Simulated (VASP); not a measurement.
Input of a VASP 6.6.1 run:

Contents of INCAR:

```
SYSTEM = Al3Ni5
PREC = Accurate
ENCUT = 520
EDIFF = 1E-6
ISMEAR = 0
SIGMA = 0.15
LREAL = .FALSE.
LASPH = .TRUE.
NELM = 80
ALGO = Fast
ISIF = 2
LWAVE = .FALSE.
LCHARG = .FALSE.
GGA = PS
NBANDS = 40
```

File KPOINTS:

```
Automatic mesh
0
G
  8 8 10
  0 0 0
```

File POSCAR:

```
Al3Ni5
1.0
    3.2933322733     -3.6919375996      0.0000000000
    3.2933322733      3.6919375996      0.0000000000
    0.0000000000      0.0000000000      3.7203545688
Al Ni
3 5
Direct
    0.5000000000      0.5000000000      0.0292863060
    0.7796888788      0.2203111212      0.5503984221
    0.2203111212      0.7796888788      0.5503984221
    0.0000000000      0.0000000000     -0.0184741679
    0.0000000000      0.5000000000     -0.0152524646
    0.5000000000      0.0000000000     -0.0152524646
    0.2762373070      0.2762373070      0.4945897343
    0.7237626930      0.7237626930      0.4945897343
```

Potentials or basis: VASP PAW PBE potentials, release 64 (Al, Ni).

Run with:

```bash
$ cat potpaw_PBE.64/Al/POTCAR potpaw_PBE.64/Ni/POTCAR > POTCAR
$ mpirun -np 1 vasp_std > vasp.out
```

**Question.** Estimate the band gap on the k mesh.

**Answer.** Zero (an odd number of electrons rules out a gap without spin polarisation).

**Question.** Estimate the largest force.

**Answer.** 2.144 eV/Å.

**Question.** Predict the pressure.

**Answer.** 3.3 GPa.

Forces in eV/Å, atoms in the order of the input:
```
Al   0.000  0.000 -1.179
Al   0.000  0.254 -2.129
Al   0.000 -0.254 -2.129
Ni   0.000  0.000  1.683
Ni   0.000  0.000  1.389
Ni   0.000  0.000  1.389
Ni  -0.153  0.000  0.488
Ni   0.153  0.000  0.488
```

Caveat: the cell differs from its parent crystal (atoms displaced along a vibrational mode); the cell stands under pressure; the PAW data sets were made with another functional, which shifts forces and pressure a little. Spin polarisation is off, so any magnetic state and its effect on volume and gap are missing.
